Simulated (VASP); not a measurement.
A run of VASP 6.6.1 is set up as follows.

The input INCAR:

```
ALGO = Normal ; EDIFF = 1E-6
ENCUT = 520 ; GGA = PE
ISIF = 2 ; ISMEAR = 0
LASPH = T ; LCHARG = T
LELF = T ; LREAL = F
LVHAR = T ; LWAVE = F
NBANDS = 11 ; NELM = 80
PREC = Accurate ; SIGMA = 0.1
```

File KPOINTS:

```
k-points
0
Gamma
  18 18 18
```

File POSCAR:

```
Si
1.0
   -2.3869572565      2.3869572565      1.3070505095
    2.3869572565     -2.3869572565      1.3070505095
    2.3869572565      2.3869572565     -1.3070505095
Si
2
Direct
    0.2500000000      0.7500000000      0.5000000000
    0.5000000000      0.5000000000      0.0000000000
```

Potentials or basis: VASP PAW PBE potentials, release 64 (Si).

Run with:

```bash
$ cat potpaw_PBE.64/Si/POTCAR > POTCAR
$ mpirun -np 1 vasp_std > vasp.out
```

(1) Predict the band gap on the k mesh.

(2) Estimate the pressure.

Answers

(1) zero (bands 4 and 5 overlap by 6.53 eV).

(2) 3.4 GPa.

Caveat: the cell stands under pressure.
